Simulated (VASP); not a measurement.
# SnSe2 (P-3m1) in VASP: a series of runs, part 3 of 3

VASP 6.6.1. Earlier steps stand in the parts before.

## 4. Single point, PBE+D3(BJ)

This run uses another cell than the first one, of the same volume but with other edges.

Contents of INCAR:

```
SYSTEM = SnSe2
PREC = Accurate
ENCUT = 520
EDIFF = 1E-6
ISMEAR = 0
SIGMA = 0.05
LREAL = .False.
LASPH = .True.
NELM = 100
ALGO = Normal
ISIF = 2
LWAVE = .False.
LCHARG = .True.
GGA = PE
IVDW = 12
LELF = .True.
LVHAR = .True.
NBANDS = 20
```

Contents of KPOINTS:

```
Automatic mesh
0
Gamma
  9 9 6
  0 0 0
```

Contents of POSCAR:

```
SnSe2
1.0
    3.9184069144      0.0000000000      0.0000000000
   -1.9592034572      3.3934399303      0.0000000000
    0.0000000000      0.0000000000      5.8051664257
Sn Se
1 2
Direct
    0.0000000000      0.0000000000      0.0000000000
    0.3333333333      0.6666666667      0.2500000000
    0.6666666667      0.3333333333      0.7500000000
```

Potentials or basis: VASP PAW PBE potentials, release 64 (Sn_d, Se).

On the command line:

```bash
$ cat potpaw_PBE.64/Sn_d/POTCAR potpaw_PBE.64/Se/POTCAR > POTCAR
$ mpirun -np 1 vasp_std > vasp.out
```

OUTCAR:

```text
SYSTEM = SnSe2
   PREC = Accurate
   ENCUT = 520
   EDIFF = 1E-6
   ISMEAR = 0
   LREAL = .False.
   LASPH = .True.
   NELM = 100
   ISIF = 2
   GGA = PE
   IVDW = 12
 IVDW          = 12

 ion  position               nearest neighbor table
   1  0.000  0.000  0.000-   2 2.69   3 2.69   3 2.69   2 2.69   3 2.69   2 2.69
   2  0.333  0.667  0.250-   1 2.69   1 2.69   1 2.69
   3  0.667  0.333  0.750-   1 2.69   1 2.69   1 2.69

  LATTYP: Found a hexagonal cell.
 ALAT       =     3.9184069144
 C/A-ratio  =     1.4815118880

  Lattice vectors:

 A1 = (   3.9184069144,   0.0000000000,   0.0000000000)
 A2 = (  -1.9592034572,   3.3934399303,   0.0000000000)
 A3 = (   0.0000000000,   0.0000000000,   5.8051664257)

Analysis of symmetry for initial positions (statically):
=====================================================================
 Subroutine PRICEL returns:
 Original cell was already a primitive cell.

 Routine SETGRP: Setting up the symmetry group for a
 hexagonal supercell.

 Subroutine GETGRP returns: Found 12 space group operations
 (whereof 12 operations were pure point group operations)
 out of a pool of 24 trial point group operations.

The static configuration has the point symmetry D_3d.

Analysis of symmetry for dynamics (positions and initial velocities):
=====================================================================
 Subroutine PRICEL returns:
 Original cell was already a primitive cell.

 Routine SETGRP: Setting up the symmetry group for a
 hexagonal supercell.

 Subroutine GETGRP returns: Found 12 space group operations
 (whereof 12 operations were pure point group operations)
 out of a pool of 24 trial point group operations.

The dynamic configuration has the point symmetry D_3d.

 Subroutine INISYM returns: Found 12 space group operations
 (whereof 12 operations are pure point group operations),
 and found     1 'primitive' translations

----------------------------------------------------------------------------------------

                                     Primitive cell

  volume of cell :      77.1906

  direct lattice vectors                    reciprocal lattice vectors
     3.918406914  0.000000000  0.000000000     0.255205756  0.147343112  0.000000000
    -1.959203457  3.393439930  0.000000000     0.000000000  0.294686224  0.000000000
     0.000000000  0.000000000  5.805166426     0.000000000  0.000000000  0.172260350

  length of vectors
     3.918406914  3.918406914  5.805166426     0.294686224  0.294686224  0.172260350

  position of ions in fractional coordinates (direct lattice)
     0.000000000  0.000000000  0.000000000
     0.333333333  0.666666667  0.250000000
     0.666666667  0.333333333  0.750000000

  ion indices of the primitive-cell ions
   primitive index   ion index
                 1           1
                 2           2
                 3           3

----------------------------------------------------------------------------------------

 KPOINTS: Automatic mesh

Automatic generation of k-mesh.
 Grid dimensions read from file:
 generate k-points for:    9    9    6

 Generating k-lattice:

  Cartesian coordinates                     Fractional coordinates (reciprocal lattice)
     0.028356195  0.016371457  0.000000000     0.111111111  0.000000000  0.000000000
     0.000000000  0.032742914  0.000000000     0.000000000  0.111111111  0.000000000
     0.000000000  0.000000000  0.028710058     0.000000000  0.000000000  0.166666667

  Length of vectors
     0.032742914  0.032742914  0.028710058

  Shift w.r.t. Gamma in fractional coordinates (k-lattice)
     0.000000000  0.000000000  0.000000000

 Subroutine IBZKPT returns following result:
 ===========================================

 Found     62 irreducible k-points:

 Following reciprocal coordinates:
            Coordinates               Weight
  0.000000  0.000000  0.000000      1.000000
  0.111111  0.000000  0.000000      6.000000
  0.222222  0.000000  0.000000      6.000000
  0.333333 -0.000000  0.000000      6.000000
  0.444444  0.000000  0.000000      6.000000
  0.111111  0.111111  0.000000      6.000000
[... 16 lines left out ...]
  0.222222  0.111111  0.166667     12.000000
 -0.111111  0.333333  0.166667     12.000000
 [... further k-points ...]
   k-points           NKPTS =     62   k-points in BZ     NKDIM =     62   number of bands    NBANDS=     20
   number of dos      NEDOS =    301   number of ions     NIONS =      3
   total plane-waves  NPLWV =  43200
   dimension x,y,z NGX =    30 NGY =   30 NGZ =   48
   dimension x,y,z NGXF=    60 NGYF=   60 NGZF=   96
   ions per type =               1   2
   NGX,Y,Z   is equivalent  to a cutoff of  12.73, 12.73, 13.75 a.u.
   NGXF,Y,Z  is equivalent  to a cutoff of  25.46, 25.46, 27.49 a.u.
 SYSTEM =  SnSe2
   PREC   = accura    normal or accurate (medium, high low for compatibility)
   ISTART =      0    job   : 0-new  1-cont  2-samecut
   ICHARG =      2    charge: 1-file 2-atom 10-const
   ISPIN  =      1    spin polarized calculation?
   LNONCOLLINEAR =      F non collinear calculations
   LSORBIT =      F    spin-orbit coupling
   LASPH  =      T    aspherical Exc in radial PAW
   ENCUT  =  520.0 eV  38.22 Ry    6.18 a.u.   7.29  7.29 10.79*2*pi/ulx,y,z
   NELM   =    100;   NELMIN=  2; NELMDL= -5     # of ELM steps
   EDIFF  = 0.1E-05   stopping-criterion for ELM
   LREAL  =      F    real-space projection
   EDIFFG = 0.1E-04   stopping-criterion for IOM
   NSW    =      0    number of steps for IOM
   IBRION =     -1    ionic relax: 0-MD 1-quasi-New 2-CG
   NFREE  =      0    steps in history (QN), initial steepest desc. (CG)
   ISIF   =      2    stress and relaxation
   ISYM   =      2    0-nonsym 1-usesym 2-fastsym
   POTIM  = 0.5000    time-step for ionic-motion
   TEBEG  =    0.0;   TEEND  =   0.0 temperature during run
   PSTRESS=    0.0 pullay stress
   NELECT =      26.0000    total number of electrons
   NUPDOWN=      -1.0000    fix difference up-down
   EMIN   =  10.00;   EMAX   =-10.00  energy-range for DOS
   EFERMI =   0.00;   METHOD = LEGACY
   ISMEAR =     0;   SIGMA  =   0.05  broadening in eV -4-tet -1-fermi 0-gaus
   EFERMI_NEDOS =   21; number of points for ismear=-14 and -15
   IALGO  =     38    algorithm
   IMIX   =      4    mixing-type and parameters
     AMIX     =   0.40;   BMIX     =  1.00
     AMIX_MAG =   1.60;   BMIX_MAG =  1.00
  volume/ion in A,a.u.               =      25.73       173.64
  Fermi-wavevector in a.u.,A,eV,Ry     =   1.139054  2.152501 17.652812  1.297445
  Thomas-Fermi vector in A             =   2.275758
   LORBIT       =      0    0 simple, 1 ext, 2 COOP (PROOUT), +10 PAW based schemes
   GGA     = PE    functional components
   LHFCALC =     F    Hartree Fock is set to
   AEXX    =    0.0000 exact exchange contribution
   IVDW    =    12    specifies the selected vdW correction
   LEPSILON=     F    determine dielectric tensor
   LRPA    =     F    only Hartree local field effects (RPA)
 non-spin polarized calculation
 Gauss-broadening in eV      SIGMA  =   0.05
  energy-cutoff  :      520.00
  volume of cell :       77.19
 maximum number of plane-waves:      2110
 NGX is ok and might be reduce to    30

 number of electron      26.0000008 magnetization

 Free energy of the ion-electron system (eV)
  ---------------------------------------------------
  ext. energy  EPLUGINS =         0.00000000
  ---------------------------------------------------
  free energy    TOTEN  =       -11.66983853 eV

  energy without entropy =      -11.66982560  energy(sigma->0) =      -11.66983206

 E-fermi :   4.7575     XC(G=0):  -9.4729

 val. band max:        4.6829901602   @ k =   0.0000   0.0000   0.0000
 cond. band min:       4.8316565469   @ k =   0.0000   0.0000   0.0000
 fundamental gap:      0.1486663867
 Fermi energy:         4.7574608565

 k-point     1 :       0.0000    0.0000    0.0000
  band No.  band energies     occupation
      1     -17.0947      2.00000
      2     -17.0947      2.00000
      3     -17.0699      2.00000
      4     -17.0472      2.00000
      5     -17.0472      2.00000
      6      -9.7412      2.00000
[... 12 lines left out ...]
     19      12.9610      0.00000
[... 513 lines left out ...]
      4     -17.0489      2.00000
      5     -17.0327      2.00000
      6      -8.9389      2.00000
[... 12 lines left out ...]
     19      11.3978      0.00000
     20      13.7117      0.00000

 [... further k-points ...]

------------------------ aborting loop because EDIFF is reached ----------------------------------------

 Edisp (eV)   -1.08302

 E8    (eV) :    -0.4739

  FORCE on cell =-STRESS in cart. coord.  units (eV):
  Direction    XX          YY          ZZ          XY          YZ          ZX
  --------------------------------------------------------------------------------------
  -------------------------------------------------------------------------------------
  Total       0.54985     0.54985     2.87765     0.00000    -0.00000     0.00000
  in kB      11.41265    11.41265    59.72891     0.00000    -0.00000     0.00000
  external pressure =       27.52 kB  Pullay stress =        0.00 kB

 VOLUME and BASIS-vectors are now :
 -----------------------------------------------------------------------------
  energy-cutoff  :      520.00
  volume of cell :       77.19
      direct lattice vectors                 reciprocal lattice vectors
     3.918406914  0.000000000  0.000000000     0.255205756  0.147343112  0.000000000
    -1.959203457  3.393439930  0.000000000     0.000000000  0.294686224  0.000000000
     0.000000000  0.000000000  5.805166426     0.000000000  0.000000000  0.172260350

 POSITION                                       TOTAL-FORCE (eV/Angst)
 -----------------------------------------------------------------------------------
      0.00000      0.00000      0.00000         0.000000      0.000000      0.000000
     -0.00000      2.26229      1.45129        -0.000000      0.000000      1.099903
      1.95920      1.13115      4.35387         0.000000      0.000000     -1.099903
 -----------------------------------------------------------------------------------
    total drift:                                0.000000      0.000000      0.000000

  FREE ENERGIE OF THE ION-ELECTRON SYSTEM (eV)
  ---------------------------------------------------
  free  energy   TOTEN  =       -12.7528554716 eV

  energy  without entropy=      -12.7528425358  energy(sigma->0) =      -12.75284900
```

OSZICAR:

```text
N       E                     dE             d eps       ncg     rms          rms(c)
DAV:   1     0.206134815856E+03    0.20613E+03   -0.12222E+04  2520   0.149E+03
DAV:   2     0.119115778228E+02   -0.19422E+03   -0.18711E+03  2604   0.380E+02
DAV:   3    -0.111318553533E+02   -0.23043E+02   -0.22452E+02  3064   0.114E+02
DAV:   4    -0.119490195937E+02   -0.81716E+00   -0.81579E+00  2928   0.222E+01
DAV:   5    -0.119675184495E+02   -0.18499E-01   -0.18498E-01  3372   0.357E+00    0.515E+00
DAV:   6    -0.116894667331E+02    0.27805E+00   -0.53591E-01  3704   0.767E+00    0.334E+00
DAV:   7    -0.116693581232E+02    0.20109E-01   -0.17814E-01  2988   0.263E+00    0.107E+00
DAV:   8    -0.116692007785E+02    0.15734E-03   -0.14036E-02  3012   0.123E+00    0.289E-01
DAV:   9    -0.116697860679E+02   -0.58529E-03   -0.16651E-03  2832   0.333E-01    0.927E-02
DAV:  10    -0.116697980196E+02   -0.11952E-04   -0.12390E-04  3328   0.811E-02    0.355E-02
DAV:  11    -0.116698365770E+02   -0.38557E-04   -0.46247E-05  2748   0.397E-02    0.653E-03
DAV:  12    -0.116698379962E+02   -0.14192E-05   -0.32779E-06  2820   0.122E-02    0.617E-03
DAV:  13    -0.116698385320E+02   -0.53580E-06   -0.24722E-06  2384   0.912E-03
   1 F= -.12752855E+02 E0= -.12752849E+02  d E =-.129358E-04
```

Run time: 2.6 min. Hardware: 1 thread of Intel Xeon 8259CL, shared host; peak memory 0.26 GiB.

What came out:

```yaml
Free_energy: -12.7529 eV
Pressure: 2.8 GPa
Largest_force: 1.100 eV/Å
Band_gap_on_the_k_mesh: 0.15 eV
Dispersion_energy_per_atom: -0.361 eV
```

Forces on the atoms (eV/Å):
```
Sn   0.000  0.000  0.000
Se   0.000  0.000  1.100
Se   0.000  0.000 -1.100
```

Caveat: semilocal functionals underestimate gaps, and a narrow one can read as zero; spin-orbit coupling is left out, which moves the levels of the heavy elements; forces of over 1 eV/Å act on the atoms, so gaps and moduli don't describe the material at rest.

## 5. Single point, PBE+D3(BJ)

This run uses another cell than the first one, of the same volume but with other edges.

Contents of INCAR:

```
PREC     = Accurate       # precision mode
ENCUT    = 520            # plane-wave cutoff, eV
EDIFF    = 1E-6           # SCF threshold, eV
ISMEAR   = 0              # smearing method
SIGMA    = 0.05           # smearing width, eV
LREAL    = False          # projectors in reciprocal space
LASPH    = True           # aspherical terms in the spheres
NELM     = 60             # most SCF steps
ALGO     = Normal         # electronic algorithm
ISIF     = 2              # what is computed and relaxed
LWAVE    = False          # write WAVECAR
LCHARG   = False          # write CHGCAR
GGA      = PE             # functional
IVDW     = 12             # dispersion correction
NBANDS   = 20             # bands
```

Contents of KPOINTS:

```
regular mesh
0
Gamma
  9 9 6
```

Contents of POSCAR:

```
SnSe2
1.0
    3.8632107324      0.0000000000      0.0000000000
   -1.9316053662      3.3456386344      0.0000000000
    0.0000000000      0.0000000000      5.9722357835
Sn Se
1 2
Direct
    0.0000000000      0.0000000000      0.0000000000
    0.3333333333      0.6666666667      0.2500000000
    0.6666666667      0.3333333333      0.7500000000
```

On the command line:

```bash
$ cat potpaw_PBE.64/Sn_d/POTCAR potpaw_PBE.64/Se/POTCAR > POTCAR
$ mpirun -np 1 vasp_std > vasp.out
```

Wall time 2.7 min (1 thread of Intel Xeon 8259CL, shared host); peak memory 0.26 GiB.

It converged, with:

- Free energy: -12.8091 eV
- Pressure: 2.9 GPa
- Largest force: 0.941 eV/Å
- Band gap on the k mesh: 0.50 eV (least direct gap 0.63 eV)
- Dispersion energy per atom: -0.361 eV

Forces on the atoms (eV/Å):
```
Sn   0.000  0.000  0.000
Se   0.000  0.000  0.941
Se   0.000  0.000 -0.941
```

Stress tensor (GPa, compression positive):
```
1.82 0.00 0.00
0.00 1.82 0.00
0.00 0.00 5.13
```

Levels at points of the mesh, in eV from the valence-band top:
```tsv
k point	band 11	band 12	band 13	band 14	band 15	band 16
(0.00, 0.00, 0.00)	-0.80	-0.80	0.00	0.63	2.48	4.28
(0.00, 0.00, 0.50)	-1.19	-0.62	-0.62	2.01	2.48	3.94
```

Caveat: semilocal functionals underestimate gaps, and a narrow one can read as zero; spin-orbit coupling is left out, which moves the levels of the heavy elements.

## 6. Single point, PBE+D3(BJ)

This run uses another cell than the first one, of the same volume but with other edges.

Contents of INCAR:

```
PREC = Accurate
ENCUT = 520
EDIFF = 1E-6
ISMEAR = 0
SIGMA = 0.05
LREAL = F
LASPH = T
NELM = 60
ALGO = Normal
ISIF = 2
LWAVE = F
LCHARG = F
GGA = PE
IVDW = 12
NBANDS = 20
```

KPOINTS is that of step 5.

Contents of POSCAR:

```
SnSe2
1.0
    3.4918669901      0.0000000000      0.0000000000
   -1.7459334950      3.0240455200      0.0000000000
    0.0000000000      0.0000000000      7.3100165154
Sn Se
1 2
Direct
    0.0000000000      0.0000000000      0.0000000000
    0.3333333333      0.6666666667      0.2500000000
    0.6666666667      0.3333333333      0.7500000000
```

Potentials or basis: VASP PAW PBE potentials, release 64 (Sn_d, Se).

On the command line:

```bash
$ cat potpaw_PBE.64/Sn_d/POTCAR potpaw_PBE.64/Se/POTCAR > POTCAR
$ mpirun -np 1 vasp_std > vasp.out
```

Wall time 2.3 min (1 thread of Intel Xeon 8259CL, shared host); peak memory 0.26 GiB.

Results (log left out):

```
Free energy                : -12.1201 eV
Pressure                   : 4.1 GPa
Largest force              : 0.816 eV/Å
Band gap on the k mesh     : zero (bands 13 and 14 overlap by 0.59 eV)
Dispersion energy per atom : -0.361 eV
```

Forces on the atoms (eV/Å):
```
Sn   0.000  0.000  0.000
Se   0.000  0.000 -0.816
Se   0.000  0.000  0.816
```

Stress tensor (GPa, compression positive):
```
10.45  0.00  0.00
 0.00 10.45  0.00
 0.00  0.00 -8.46
```

Levels at points of the mesh, in eV from the Fermi level:
| k point | band 9 | band 10 | band 11 | band 12 | band 13 | band 14 | band 15 | band 16 | band 17 | band 18 |
| --- | --- | --- | --- | --- | --- | --- | --- | --- | --- | --- |
| (0.00, 0.00, 0.00) | -2.81 | -0.18 | -0.18 | 0.07 | 0.07 | 0.43 | 3.98 | 5.13 | 5.13 | 6.40 |
| (0.00, 0.00, 0.50) | -3.95 | -0.22 | -0.22 | 0.12 | 0.12 | 2.13 | 3.73 | 5.07 | 5.07 | 6.65 |

Caveat: the stress differs along the axes, from -8 to 10 GPa; semilocal functionals underestimate gaps, and a narrow one can read as zero; spin-orbit coupling is left out, which moves the levels of the heavy elements.

## 7. The runs side by side

```csv
cell,gap on the mesh (eV),pressure (GPa),largest force (eV/Å)
"a = 4.023, b = 4.023, c = 5.507 Å, angles 90.0, 90.0, 120.0°, 3 atoms",0.12,2.3,1.28
"a = 3.586, b = 3.586, c = 6.930 Å, angles 90.0, 90.0, 120.0°, 3 atoms",none,3.6,0.43
"a = 3.918, b = 3.918, c = 5.805 Å, angles 90.0, 90.0, 120.0°, 3 atoms",0.15,2.8,1.10
"a = 3.863, b = 3.863, c = 5.972 Å, angles 90.0, 90.0, 120.0°, 3 atoms",0.50,2.9,0.94
"a = 3.492, b = 3.492, c = 7.310 Å, angles 90.0, 90.0, 120.0°, 3 atoms",none,4.1,0.82
```

Alike in all rows: task single point; level PBE+D3(BJ); potentials or basis VASP PAW PBE potentials, release 64 (Sn_d, Se); no spin polarisation; k mesh 9 × 9 × 6; cutoff (eV) 520; smearing gaussian 0.05 eV.

Caveats: semilocal functionals underestimate gaps, and a narrow one can read as zero; spin-orbit coupling is left out, which moves the levels of the heavy elements; forces of over 1 eV/Å act on the atoms, so gaps and moduli don't describe the material at rest (at least some runs); the stress differs along the axes, from 0 to 6 GPa (at least some runs); the stress differs along the axes, from -5 to 8 GPa (at least some runs); the stress differs along the axes, from -8 to 10 GPa (at least some runs).

Absolute energies hang on the potentials; compare differences alone.
